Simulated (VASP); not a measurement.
Mo6CO, 8 atoms in the cell. The cell holds a slab with vacuum, 8 atoms: a = 4.470 Å, b = 4.470 Å, c = 22.259 Å, α = 90.00°, β = 90.00°, γ = 120.00°. 

| Item | Value |
| --- | --- |
| Program | VASP 6.6.1 |
| Task | single point |
| Functional | PBE |
| Potentials or basis | VASP PAW PBE potentials, release 64 (Mo_sv, C, O) |
| Cutoff | 520 eV |
| k mesh | 6 × 6 × 1 |
| Occupations | gaussian, width 0.1 eV |
| Spin | no spin polarisation |
| Dipole correction | yes |
| Further INCAR settings | ALGO = Normal; EDIFF = 1e-06; NBANDS = 57 |

Potentials or basis: VASP PAW PBE potentials, release 64 (Mo_sv, C, O).

The run is started by

```sh
$ cat potpaw_PBE.64/Mo_sv/POTCAR potpaw_PBE.64/C/POTCAR potpaw_PBE.64/O/POTCAR > POTCAR
$ mpirun -np 1 vasp_std > vasp.out
```

Hardware: 1 thread of AMD EPYC 9R45 96-Core Processor (Zen 5) (shared host).

Problem. How long does it take, and how much memory?

Solution. Run time: 7.1 min on 1 thread of AMD EPYC 9R45 96-Core Processor (Zen 5), on a shared host, peak memory 0.62 GiB. Counts: scf iterations 31, k points 13.
